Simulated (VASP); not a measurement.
A run of VASP 6.6.1 is set up as follows.

INCAR

```
SYSTEM = HO
PREC = Accurate
ENCUT = 600
EDIFF = 1E-6
ISMEAR = 0
SIGMA = 0.1
LREAL = .FALSE.
LASPH = .TRUE.
NELM = 150
ALGO = Normal
ISIF = 3
LWAVE = .FALSE.
LCHARG = .FALSE.
ISPIN = 2
MAGMOM = 0 0.53
LORBIT = 11
GGA = PE
IBRION = 2
NSW = 90
EDIFFG = -0.04
```

KPOINTS

```
Automatic mesh
0
G
  8 8 6
  0 0 0
```

File POSCAR:

```
HO
1.0
    2.3440097255      0.0000000000      0.0000000000
    0.0000000000      2.3440097255      0.0000000000
    0.0000000000      0.0000000000      3.0723270331
H O
1 1
Direct
    0.5000000000      0.5000000000      0.5000000000
    0.0000000000      0.0000000000      0.0000000000
```

Potentials or basis: VASP PAW PBE potentials, release 64 (H, O).

The run is started by

```console
$ cat potpaw_PBE.64/H/POTCAR potpaw_PBE.64/O/POTCAR > POTCAR
$ mpirun -np 1 vasp_std > vasp.out
```

Task: What does it give for the relaxed cell?

Result: a = 2.087 Å, b = 2.087 Å, c = 2.507 Å, α = 90.00°, β = 90.00°, γ = 90.00°.

Task: What does it give for the relaxed volume?

Result: 5.46 Å³/atom.

Final structure:
```yaml
crystal:
  lattice:
    - [2.08668, 0.00000, 0.00000]
    - [0.00000, 2.08668, 0.00000]
    - [0.00000, 0.00000, 2.50715]
  atoms:
    - { symbol: H, position: [0.50000, 0.50000, 0.50000] }
    - { symbol: O, position: [0.00000, 0.00000, 0.00000] }
```

Caveat: the volume moved by over 15 % at a fixed basis, so the end points are rough.
